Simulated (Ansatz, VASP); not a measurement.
## TePt: VASP beside Ansatz

File INCAR:

```
SYSTEM = TePt
PREC = Accurate
ENCUT = 520
EDIFF = 1E-7
ISMEAR = 0
SIGMA = 0.15
LREAL = .False.
LASPH = .True.
NELM = 80
ALGO = Normal
ISIF = 2
LWAVE = .False.
LCHARG = .False.
GGA = PS
NBANDS = 24
```

File KPOINTS:

```
Automatic mesh
0
Gamma
  12 12 10
  0 0 0
```

File POSCAR:

```
TePt
1.0
    3.7821198268      0.0000000000      0.0000000000
   -1.8910599134      3.2754118502      0.0000000000
    0.0000000000      0.0000000000      5.8816800000
Te Pt
2 2
Direct
    0.3333333333      0.6666666667      0.2500000000
    0.6666666667      0.3333333333      0.7500000000
    0.0000000000      0.0000000000      0.0000000000
    0.0000000000      0.0000000000      0.5000000000
```

Input for Ansatz:

```yaml
crystal:
  lattice:
    - [3.7821198268, 0.0, 0.0]
    - [-1.8910599134, 3.2754118502, 0.0]
    - [0.0, 0.0, 5.88168]
  atoms:
    - { symbol: Te, position: [0.3333333333, 0.6666666667, 0.25] }
    - { symbol: Te, position: [0.6666666667, 0.3333333333, 0.75] }
    - { symbol: Pt, position: [0.0, 0.0, 0.0] }
    - { symbol: Pt, position: [0.0, 0.0, 0.5] }
basis:
  ecutwfc: 420
kpoints:
  mp_grid: { grid: [12, 12, 10] }
hamiltonian:
  xc: pbesol
scf:
  occupations: { method: gaussian, width: 0.15 }
output:
  forces: true
  stress: true
  eigenvalues: true
```

Change from the starting cell: strain -0.080 along x and y, +0.080 along z, atoms carried along.

Alike in both runs: task single point; functional PBEsol; k mesh 12 × 12 × 10; occupations gaussian, width 0.15 eV; no spin polarisation.

|  | VASP | Ansatz |
| --- | --- | --- |
| version | VASP 6.6.1 | Ansatz 0.2.0 |
| potentials or method | VASP PAW PBE potentials, release 64 (Te, Pt), cutoff 520 eV | scalar-relativistic, plane waves, PAW |
| valence electrons in the cell | 32 | 68 |

```tsv
	VASP	Ansatz	Ansatz less VASP
gap on the k mesh at the Fermi level (eV)	none	none	-
pressure (GPa)	32.9	32.8	-0.06
traceless stress, the component that is largest in VASP (GPa)	-7.68	-7.71	-0.028
```

VASP's potentials were made for PBE, not for PBEsol. A gap of «none» marks a metal or a gap that the smearing closes. Both programs put the cell under a high pressure, so it lies far from rest at this level. VASP's potentials hold 32 valence electrons a cell and Ansatz's 68, so a difference there can come from the potentials and not from the codes.

Spin-orbit coupling is off throughout.
